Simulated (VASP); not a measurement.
# KTaO3 (Pm-3m) in VASP: a series of runs

KTaO3 is run at these levels: r2SCAN; tasks: single point.

All numbers are computed with VASP 6.6.1; they aren't measurements. Logs are shortened: lines on timing, memory, paths and dates and some standing lists are left out, and cuts for length are marked.

## (1) The cell of the first run

Symmetry: Pm-3m, No. 221, cubic system. Conventional cell: a = 3.867 Å, b = 3.867 Å, c = 3.867 Å, α = 90.00°, β = 90.00°, γ = 90.00°. K (site symmetry m-3m) has 12 O at 2.73 Å and 8 Ta at 3.35 Å within 3.6 Å. Ta (site symmetry m-3m) has 6 O at 1.93 Å within 2.6 Å. Within 2.6 Å of O (site symmetry 4/mmm) lie 2 Ta at 1.93 Å.

## (2) Single point, r2SCAN (11.56 Å³/atom)

POSCAR

```
KTaO3
1.0
    3.8666959912      0.0000000000      0.0000000000
    0.0000000000      3.8666959912      0.0000000000
    0.0000000000      0.0000000000      3.8666959912
K Ta O
1 1 3
Direct
    0.5000000000      0.5000000000      0.5000000000
    0.0000000000      0.0000000000      0.0000000000
    0.5000000000      0.0000000000      0.0000000000
    0.0000000000      0.5000000000      0.0000000000
    0.0000000000      0.0000000000      0.5000000000
```

INCAR.step1

```
PREC = Accurate
ENCUT = 520
ISMEAR = 0
SIGMA = 0.02
LREAL = F
LASPH = T
NELM = 100
NBANDS = 27
GGA = PE
ALGO = Normal
EDIFF = 1E-4
LWAVE = T
LCHARG = F
```

INCAR.step2

```
PREC = Accurate
ENCUT = 520
EDIFF = 1E-6
ISMEAR = 0
SIGMA = 0.02
LREAL = F
LASPH = T
NELM = 100
ALGO = Normal
ISIF = 2
LWAVE = F
LCHARG = T
METAGGA = R2SCAN
LMIXTAU = T
LELF = T
LVHAR = T
NBANDS = 27
ISTART = 1
```

KPOINTS

```
Automatic mesh
0
Gamma
  6 6 6
```

Potentials or basis: VASP PAW PBE potentials, release 64 (K_sv, Ta_pv, O).

Launch:

```sh
$ cat potpaw_PBE.64/K_sv/POTCAR potpaw_PBE.64/Ta_pv/POTCAR potpaw_PBE.64/O/POTCAR > POTCAR
$ cp INCAR.step1 INCAR
$ mpirun -np 1 vasp_std > vasp.out
$ cp INCAR.step2 INCAR
$ mpirun -np 1 vasp_std > vasp.out
```

OUTCAR:

```text
PREC = Accurate
   ENCUT = 520
   EDIFF = 1E-6
   ISMEAR = 0
   LREAL = F
   LASPH = T
   NELM = 100
   ISIF = 2
   METAGGA = R2SCAN
   ISTART = 1

 ion  position               nearest neighbor table
   1  0.500  0.500  0.500-   3 2.73   4 2.73   5 2.73   3 2.73   4 2.73   3 2.73   5 2.73   3 2.73
                             4 2.73   5 2.73   4 2.73   5 2.73   2 3.35   2 3.35   2 3.35   2 3.35
   2  0.000  0.000  0.000-   3 1.93   4 1.93   5 1.93   5 1.93   4 1.93   3 1.93   1 3.35   1 3.35
                             1 3.35   1 3.35   1 3.35   1 3.35   1 3.35   1 3.35
   3  0.500  0.000  0.000-   2 1.93   2 1.93   1 2.73   1 2.73   1 2.73   1 2.73
   4  0.000  0.500  0.000-   2 1.93   2 1.93   1 2.73   1 2.73   1 2.73   1 2.73
   5  0.000  0.000  0.500-   2 1.93   2 1.93   1 2.73   1 2.73   1 2.73   1 2.73

  LATTYP: Found a simple cubic cell.
 ALAT       =     3.8666959912

  Lattice vectors:

 A1 = (   3.8666959912,   0.0000000000,   0.0000000000)
 A2 = (   0.0000000000,   3.8666959912,   0.0000000000)
 A3 = (   0.0000000000,   0.0000000000,   3.8666959912)

Analysis of symmetry for initial positions (statically):
=====================================================================
 Subroutine PRICEL returns:
 Original cell was already a primitive cell.

 Routine SETGRP: Setting up the symmetry group for a
 simple cubic supercell.

 Subroutine GETGRP returns: Found 48 space group operations
 (whereof 48 operations were pure point group operations)
 out of a pool of 48 trial point group operations.

The static configuration has the point symmetry O_h .

Analysis of symmetry for dynamics (positions and initial velocities):
=====================================================================
 Subroutine PRICEL returns:
 Original cell was already a primitive cell.

 Routine SETGRP: Setting up the symmetry group for a
 simple cubic supercell.

 Subroutine GETGRP returns: Found 48 space group operations
 (whereof 48 operations were pure point group operations)
 out of a pool of 48 trial point group operations.

The dynamic configuration has the point symmetry O_h .

 Subroutine INISYM returns: Found 48 space group operations
 (whereof 48 operations are pure point group operations),
 and found     1 'primitive' translations

----------------------------------------------------------------------------------------
[... 93 lines left out ...]
   NELM   =    100;   NELMIN=  2; NELMDL=  0     # of ELM steps
   EDIFF  = 0.1E-05   stopping-criterion for ELM
   LREAL  =      F    real-space projection
   EDIFFG = 0.1E-04   stopping-criterion for IOM
   NSW    =      0    number of steps for IOM
   IBRION =     -1    ionic relax: 0-MD 1-quasi-New 2-CG
   NFREE  =      0    steps in history (QN), initial steepest desc. (CG)
   ISIF   =      2    stress and relaxation
   ISYM   =      2    0-nonsym 1-usesym 2-fastsym
   POTIM  = 0.5000    time-step for ionic-motion
   TEBEG  =    0.0;   TEEND  =   0.0 temperature during run
   PSTRESS=    0.0 pullay stress
   NELECT =      38.0000    total number of electrons
   NUPDOWN=      -1.0000    fix difference up-down
   EMIN   =  10.00;   EMAX   =-10.00  energy-range for DOS
   EFERMI =   0.00;   METHOD = LEGACY
   ISMEAR =     0;   SIGMA  =   0.02  broadening in eV -4-tet -1-fermi 0-gaus
   EFERMI_NEDOS =   21; number of points for ismear=-14 and -15
   IALGO  =     38    algorithm
   IMIX   =      4    mixing-type and parameters
     AMIX     =   0.40;   BMIX     =  1.00
     AMIX_MAG =   1.60;   BMIX_MAG =  1.00
  volume/ion in A,a.u.               =      11.56        78.03
  Fermi-wavevector in a.u.,A,eV,Ry     =   1.423408  2.689851 27.566624  2.026090
  Thomas-Fermi vector in A             =   2.544009
   LORBIT       =      0    0 simple, 1 ext, 2 COOP (PROOUT), +10 PAW based schemes
   METAGGA = R2SCAN    functional components
   LHFCALC =     F    Hartree Fock is set to
   AEXX    =    0.0000 exact exchange contribution
   IVDW    =     0    specifies the selected vdW correction
   LEPSILON=     F    determine dielectric tensor
   LRPA    =     F    only Hartree local field effects (RPA)
 non-spin polarized calculation
 Gauss-broadening in eV      SIGMA  =   0.02
  energy-cutoff  :      520.00
  volume of cell :       57.81
 maximum number of plane-waves:      1596
 NGX is ok and might be reduce to    30
   NGX = 15   NGY = 15   NGZ = 15

 number of electron      38.0000026 magnetization

 Free energy of the ion-electron system (eV)
  ---------------------------------------------------
  ext. energy  EPLUGINS =         0.00000000
  ---------------------------------------------------
  free energy    TOTEN  =       -86.71423023 eV

  energy without entropy =      -86.71423023  energy(sigma->0) =      -86.71423023

 E-fermi :   2.2389     XC(G=0): -12.0909

 val. band max:        2.0823734645   @ k =   0.5000   0.5000   0.5000
 cond. band min:       4.9050998671   @ k =   0.0000   0.0000   0.0000
 fundamental gap:      2.8227264026
 Fermi energy:         2.2388927696

 k-point     1 :       0.0000    0.0000    0.0000
  band No.  band energies     occupation
      1     -32.7507      2.00000
      2     -32.7507      2.00000
      3     -32.7507      2.00000
      4     -26.3128      2.00000
      5     -16.8107      2.00000
      6     -16.1401      2.00000
[... 589 lines left out ...]
     26      14.5678      0.00000
     27      14.6451      0.00000

------------------------ aborting loop because EDIFF is reached ----------------------------------------

  FORCE on cell =-STRESS in cart. coord.  units (eV):
  Direction    XX          YY          ZZ          XY          YZ          ZX
  --------------------------------------------------------------------------------------
  -------------------------------------------------------------------------------------
  Total        9.2988489      9.2988489      9.2988489      0.0000000      0.0000000      0.0000000
  in kB      257.7031263    257.7031263    257.7031263      0.0000000      0.0000000      0.0000000
  external PRESSURE =     257.7031263 kB  Pullay stress =       0.0000000 kB

 VOLUME and BASIS-vectors are now :
 -----------------------------------------------------------------------------
  energy-cutoff  :      520.00
  volume of cell :       57.81
      direct lattice vectors                 reciprocal lattice vectors
     3.866695991  0.000000000  0.000000000     0.258618728  0.000000000  0.000000000
     0.000000000  3.866695991  0.000000000     0.000000000  0.258618728  0.000000000
     0.000000000  0.000000000  3.866695991     0.000000000  0.000000000  0.258618728

 POSITION                                       TOTAL-FORCE (eV/Angst)
 -----------------------------------------------------------------------------------
      1.93335      1.93335      1.93335         0.000000      0.000000      0.000000
      0.00000      0.00000      0.00000         0.000000      0.000000      0.000000
      1.93335      0.00000      0.00000         0.000000      0.000000      0.000000
      0.00000      1.93335      0.00000         0.000000      0.000000      0.000000
      0.00000      0.00000      1.93335         0.000000      0.000000      0.000000
 -----------------------------------------------------------------------------------
    total drift:                                0.000000     -0.000000      0.000000

  FREE ENERGIE OF THE ION-ELECTRON SYSTEM (eV)
  ---------------------------------------------------
  free  energy   TOTEN  =       -86.7142302278 eV

  energy  without entropy=      -86.7142302278  energy(sigma->0) =      -86.71423023
```

OUTCAR.step1:

```text
PREC = Accurate
   ENCUT = 520
   ISMEAR = 0
   LREAL = F
[... 828 lines left out ...]
      0.00000      0.00000      0.00000         0.000000      0.000000      0.000000
      1.93335      0.00000      0.00000         0.000000      0.000000      0.000000
      0.00000      1.93335      0.00000         0.000000      0.000000      0.000000
      0.00000      0.00000      1.93335         0.000000      0.000000      0.000000
 -----------------------------------------------------------------------------------
    total drift:                                0.000000     -0.000000      0.000000

  FREE ENERGIE OF THE ION-ELECTRON SYSTEM (eV)
  ---------------------------------------------------
  free  energy   TOTEN  =       -40.4115457029 eV

  energy  without entropy=      -40.4115457029  energy(sigma->0) =      -40.41154570
```

It took 87 s on 1 thread of Intel Xeon Platinum 8488C (Sapphire Rapids), shared host; peak memory 0.19 GiB.

What came out:

```
Free energy            : -86.7142 eV
Pressure               : 25.8 GPa
Band gap on the k mesh : 2.82 eV (least direct gap 3.41 eV)
```

Caveat: the cell stands under pressure; the PAW data sets were made with another functional, which shifts forces and pressure a little; spin-orbit coupling is left out, which moves the levels of the heavy elements. r2SCAN opens gaps a little over a GGA but as a rule still falls short of measured ones.

## (3) Single point, r2SCAN (11.94 Å³/atom)

This run uses another cell than the first one, of 11.94 Å³/atom.

POSCAR, as its differences from that of step 2:

```diff
@@ -2,5 +2,5 @@
 1.0
-    3.8666959912      0.0000000000      0.0000000000
-    0.0000000000      3.8666959912      0.0000000000
-    0.0000000000      0.0000000000      3.8666959912
+    3.9087285885      0.0000000000      0.0000000000
+    0.0000000000      3.9087285885      0.0000000000
+    0.0000000000      0.0000000000      3.9087285885
 K Ta O
```

INCAR.step1

```
SYSTEM = KTaO3
  PREC = Accurate
  ENCUT = 520
  ISMEAR = 0
  SIGMA = 0.02
  LREAL = .False.
  LASPH = .True.
  NELM = 60
  NBANDS = 27
  GGA = PE
  ALGO = Normal
  EDIFF = 1E-4
  LWAVE = .True.
  LCHARG = .False.
```

INCAR.step2

```
SYSTEM = KTaO3
  PREC = Accurate
  ENCUT = 520
  EDIFF = 1E-6
  ISMEAR = 0
  SIGMA = 0.02
  LREAL = .False.
  LASPH = .True.
  NELM = 60
  ALGO = Normal
  ISIF = 2
  LWAVE = .False.
  LCHARG = .True.
  METAGGA = R2SCAN
  LMIXTAU = .True.
  LELF = .True.
  LVHAR = .True.
  NBANDS = 27
  ISTART = 1
```

KPOINTS

```
Automatic mesh
0
Gamma
  6 6 6
  0 0 0
```

Potentials or basis: VASP PAW PBE potentials, release 64 (K_sv, Ta_pv, O).

Launch:

```sh
$ cat potpaw_PBE.64/K_sv/POTCAR potpaw_PBE.64/Ta_pv/POTCAR potpaw_PBE.64/O/POTCAR > POTCAR
$ cp INCAR.step1 INCAR
$ mpirun -np 1 vasp_std > vasp.out
$ cp INCAR.step2 INCAR
$ mpirun -np 1 vasp_std > vasp.out
```

Wall time 86 s (1 thread of Intel Xeon Platinum 8488C (Sapphire Rapids), shared host); peak memory 0.19 GiB.

It converged, with:

- Free energy: -86.9646 eV
- Pressure: 16.1 GPa
- Band gap on the k mesh: 2.75 eV (least direct gap 3.37 eV)

Levels at points of the mesh, in eV from the valence-band top:
| k point | band 15 | band 16 | band 17 | band 18 | band 19 | band 20 | band 21 | band 22 | band 23 | band 24 |
| --- | --- | --- | --- | --- | --- | --- | --- | --- | --- | --- |
| (0.00, 0.00, 0.00) | -1.20 | -1.20 | -0.62 | -0.62 | -0.62 | 2.75 | 2.75 | 2.75 | 7.82 | 7.82 |
| (0.50, 0.00, 0.00) | -2.41 | -2.28 | -1.70 | -0.87 | -0.87 | 2.93 | 5.87 | 5.87 | 7.85 | 10.01 |
| (0.50, 0.50, 0.00) | -3.05 | -1.60 | -1.54 | -1.54 | -0.05 | 5.92 | 5.92 | 7.33 | 8.96 | 11.05 |
| (0.50, 0.50, 0.50) | -4.16 | -4.16 | 0.00 | 0.00 | 0.00 | 7.51 | 7.51 | 7.51 | 9.85 | 9.85 |

Caveat: the cell stands under pressure; the PAW data sets were made with another functional, which shifts forces and pressure a little; spin-orbit coupling is left out, which moves the levels of the heavy elements. A k mesh can miss the band edges.
